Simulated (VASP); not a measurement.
# Sb6Se in VASP: a series of runs

The runs below take Sb6Se through single point, with PBE.

Everything below comes from runs of VASP 6.6.1. Logs are shortened: lines on timing, memory, paths and dates and some standing lists are left out, and cuts for length are marked.

### Step 1. The cell of the first run

Symmetry: Pm-3m, No. 221, cubic system. The conventional cell has a = 7.413 Å, b = 7.413 Å, c = 7.413 Å, α = 90.00°, β = 90.00°, γ = 90.00°. Sb (site symmetry 4mm) has 5 Sb at 3.03 to 3.13 Å within 4.0 Å.

### Step 2. Single point, PBE

Contents of INCAR:

```
SYSTEM = Sb6Se
ALGO     = Normal         ! electronic algorithm
EDIFF    = 1E-7           ! SCF threshold, eV
ENCUT    = 520            ! plane-wave cutoff, eV
GGA      = PE             ! functional
ISIF     = 2              ! what is computed and relaxed
ISMEAR   = -1             ! smearing method
LASPH    = .True.         ! aspherical terms in the spheres
LCHARG   = .False.        ! write CHGCAR
LREAL    = .False.        ! projectors in reciprocal space
LWAVE    = .False.        ! write WAVECAR
NBANDS   = 27             ! bands
NELM     = 80             ! most SCF steps
PREC     = Accurate       ! precision mode
SIGMA    = 0.05           ! smearing width, eV
```

Contents of KPOINTS:

```
k-points
0
Gamma
  4 4 4
  0 0 0
```

Contents of POSCAR:

```
Sb6Se
1.0
    7.4132390276      0.0000000000      0.0000000000
    0.0000000000      7.4132390276      0.0000000000
    0.0000000000      0.0000000000      7.4132390276
Sb Se
6 1
Direct
    0.2111600000      0.5000000000      0.5000000000
    0.5000000000      0.2111600000      0.5000000000
    0.7888400000      0.5000000000      0.5000000000
    0.5000000000      0.7888400000      0.5000000000
    0.5000000000      0.5000000000      0.2111600000
    0.5000000000      0.5000000000      0.7888400000
    0.0000000000      0.0000000000      0.0000000000
```

Potentials or basis: VASP PAW PBE potentials, release 64 (Sb, Se).

Run with:

```bash
> cat potpaw_PBE.64/Sb/POTCAR potpaw_PBE.64/Se/POTCAR > POTCAR
> mpirun -np 1 vasp_std > vasp.out
```

OUTCAR:

```text
SYSTEM = Sb6Se
   EDIFF = 1E-7
   ENCUT = 520
   GGA = PE
   ISIF = 2
   ISMEAR = -1
   LASPH = .True.
   LREAL = .False.
   NELM = 80
   PREC = Accurate

 ion  position               nearest neighbor table
   1  0.211  0.500  0.500-   2 3.03   4 3.03   5 3.03   6 3.03   3 3.13
   2  0.500  0.211  0.500-   1 3.03   3 3.03   5 3.03   6 3.03   4 3.13
   3  0.789  0.500  0.500-   2 3.03   4 3.03   5 3.03   6 3.03   1 3.13
   4  0.500  0.789  0.500-   1 3.03   3 3.03   5 3.03   6 3.03   2 3.13
   5  0.500  0.500  0.211-   1 3.03   2 3.03   3 3.03   4 3.03   6 3.13
   6  0.500  0.500  0.789-   1 3.03   2 3.03   3 3.03   4 3.03   5 3.13
   7  0.000  0.000  0.000-

  LATTYP: Found a simple cubic cell.
 ALAT       =     7.4132390276

  Lattice vectors:

 A1 = (   7.4132390276,   0.0000000000,   0.0000000000)
 A2 = (   0.0000000000,   7.4132390276,   0.0000000000)
 A3 = (   0.0000000000,   0.0000000000,   7.4132390276)

Analysis of symmetry for initial positions (statically):
=====================================================================
 Subroutine PRICEL returns:
 Original cell was already a primitive cell.

 Routine SETGRP: Setting up the symmetry group for a
 simple cubic supercell.

 Subroutine GETGRP returns: Found 48 space group operations
 (whereof 48 operations were pure point group operations)
 out of a pool of 48 trial point group operations.

The static configuration has the point symmetry O_h .

Analysis of symmetry for dynamics (positions and initial velocities):
=====================================================================
 Subroutine PRICEL returns:
 Original cell was already a primitive cell.

 Routine SETGRP: Setting up the symmetry group for a
 simple cubic supercell.

 Subroutine GETGRP returns: Found 48 space group operations
 (whereof 48 operations were pure point group operations)
 out of a pool of 48 trial point group operations.

The dynamic configuration has the point symmetry O_h .

 Subroutine INISYM returns: Found 48 space group operations
 (whereof 48 operations are pure point group operations),
 and found     1 'primitive' translations

----------------------------------------------------------------------------------------

                                     Primitive cell

  volume of cell :     407.4028

  direct lattice vectors                    reciprocal lattice vectors
[... 84 lines left out ...]
   EDIFFG = 0.1E-05   stopping-criterion for IOM
   NSW    =      0    number of steps for IOM
   IBRION =     -1    ionic relax: 0-MD 1-quasi-New 2-CG
   NFREE  =      0    steps in history (QN), initial steepest desc. (CG)
   ISIF   =      2    stress and relaxation
   ISYM   =      2    0-nonsym 1-usesym 2-fastsym
   POTIM  = 0.5000    time-step for ionic-motion
   TEBEG  =    0.0;   TEEND  =   0.0 temperature during run
   PSTRESS=    0.0 pullay stress
   NELECT =      36.0000    total number of electrons
   NUPDOWN=      -1.0000    fix difference up-down
   EMIN   =  10.00;   EMAX   =-10.00  energy-range for DOS
   EFERMI =   0.00;   METHOD = LEGACY
   ISMEAR =    -1;   SIGMA  =   0.05  broadening in eV -4-tet -1-fermi 0-gaus
   EFERMI_NEDOS =   21; number of points for ismear=-14 and -15
   IALGO  =     38    algorithm
   IMIX   =      4    mixing-type and parameters
     AMIX     =   0.40;   BMIX     =  1.00
     AMIX_MAG =   1.60;   BMIX_MAG =  1.00
  volume/ion in A,a.u.               =      58.20       392.76
  Fermi-wavevector in a.u.,A,eV,Ry     =   0.729179  1.377949  7.234251  0.531702
  Thomas-Fermi vector in A             =   1.820837
   LORBIT       =      0    0 simple, 1 ext, 2 COOP (PROOUT), +10 PAW based schemes
   GGA     = PE    functional components
   LHFCALC =     F    Hartree Fock is set to
   AEXX    =    0.0000 exact exchange contribution
   IVDW    =     0    specifies the selected vdW correction
   LEPSILON=     F    determine dielectric tensor
   LRPA    =     F    only Hartree local field effects (RPA)
 non-spin polarized calculation
  energy-cutoff  :      520.00
  volume of cell :      407.40
 maximum number of plane-waves:     11056
 NGX is ok and might be reduce to    56
   NGX = 27   NGY = 27   NGZ = 27

 number of electron      36.0000000 magnetization

 Free energy of the ion-electron system (eV)
  ---------------------------------------------------
  ext. energy  EPLUGINS =         0.00000000
  ---------------------------------------------------
  free energy    TOTEN  =       -22.20876196 eV

  energy without entropy =      -22.02885923  energy(sigma->0) =      -22.11881060

 E-fermi :   0.8176     XC(G=0):  -6.2627

 val. band max:        0.7749382347   @ k =   0.0000   0.0000   0.0000
 cond. band min:       0.8223371479   @ k =   0.5000   0.2500   0.2500
 fundamental gap:      0.0473989132
 Fermi energy:         0.8176070331

 k-point     1 :       0.0000    0.0000    0.0000
  band No.  band energies     occupation
      1     -11.4766      2.00000
      2      -9.7169      2.00000
      3      -8.2158      2.00000
      4      -8.2158      2.00000
      5      -8.2158      2.00000
      6      -7.6523      2.00000
[... 289 lines left out ...]
     26       2.5273      0.00000
     27       4.6583      0.00000

------------------------ aborting loop because EDIFF is reached ----------------------------------------

  FORCE on cell =-STRESS in cart. coord.  units (eV):
  Direction    XX          YY          ZZ          XY          YZ          ZX
  --------------------------------------------------------------------------------------
  -------------------------------------------------------------------------------------
  Total        1.3211175      1.3211175      1.3211175     -0.0000000     -0.0000000     -0.0000000
  in kB        5.1955079      5.1955079      5.1955079     -0.0000000     -0.0000000     -0.0000000
  external PRESSURE =       5.1955079 kB  Pullay stress =       0.0000000 kB

 VOLUME and BASIS-vectors are now :
 -----------------------------------------------------------------------------
  energy-cutoff  :      520.00
  volume of cell :      407.40
      direct lattice vectors                 reciprocal lattice vectors
     7.413239028  0.000000000  0.000000000     0.134893802  0.000000000  0.000000000
     0.000000000  7.413239028  0.000000000     0.000000000  0.134893802  0.000000000
     0.000000000  0.000000000  7.413239028     0.000000000  0.000000000  0.134893802

 POSITION                                       TOTAL-FORCE (eV/Angst)
 -----------------------------------------------------------------------------------
      1.56538      3.70662      3.70662        -0.199115      0.000000     -0.000000
      3.70662      1.56538      3.70662         0.000000     -0.199115     -0.000000
      5.84786      3.70662      3.70662         0.199115      0.000000     -0.000000
      3.70662      5.84786      3.70662        -0.000000      0.199115     -0.000000
      3.70662      3.70662      1.56538         0.000000      0.000000     -0.199115
      3.70662      3.70662      5.84786        -0.000000      0.000000      0.199115
      0.00000      0.00000      0.00000         0.000000      0.000000     -0.000000
 -----------------------------------------------------------------------------------
    total drift:                               -0.000000     -0.000000     -0.000000

  FREE ENERGIE OF THE ION-ELECTRON SYSTEM (eV)
  ---------------------------------------------------
  free  energy   TOTEN  =       -22.2087619592 eV

  energy  without entropy=      -22.0288592317  energy(sigma->0) =      -22.11881060
```

stdout:

```text
POSCAR found type information on POSCAR SbSe
 POSCAR found :  2 types and       7 ions
 scaLAPACK will be used
 LDA part: xc-table for (Slater+PW92), standard interpolation
 POSCAR, INCAR and KPOINTS ok, starting setup
 FFT: planning ... GRIDC
 FFT: planning ... GRID_SOFT
 FFT: planning ... GRID
 WAVECAR not read
 entering main loop
```

It took 2.4 min on 1 thread of Intel Xeon Platinum 8259CL at 2.50GHz (Skylake/Cascade Lake), shared host; peak memory 0.46 GiB.

What came out:

- Free energy: -22.2088 eV
- Pressure: 0.5 GPa
- Largest force: 0.199 eV/Å
- Band gap on the k mesh: zero (band 18 reaches 1.49 eV, above the bottom of band 19 at 0.76 eV)

Forces on the atoms (eV/Å):
```
Sb  -0.199  0.000  0.000
Sb   0.000 -0.199  0.000
Sb   0.199  0.000  0.000
Sb   0.000  0.199  0.000
Sb   0.000  0.000 -0.199
Sb   0.000  0.000  0.199
Se   0.000  0.000  0.000
```

Caveat: spin-orbit coupling is left out, which moves the levels of the heavy elements.

(Continued in part 2 of 2.)
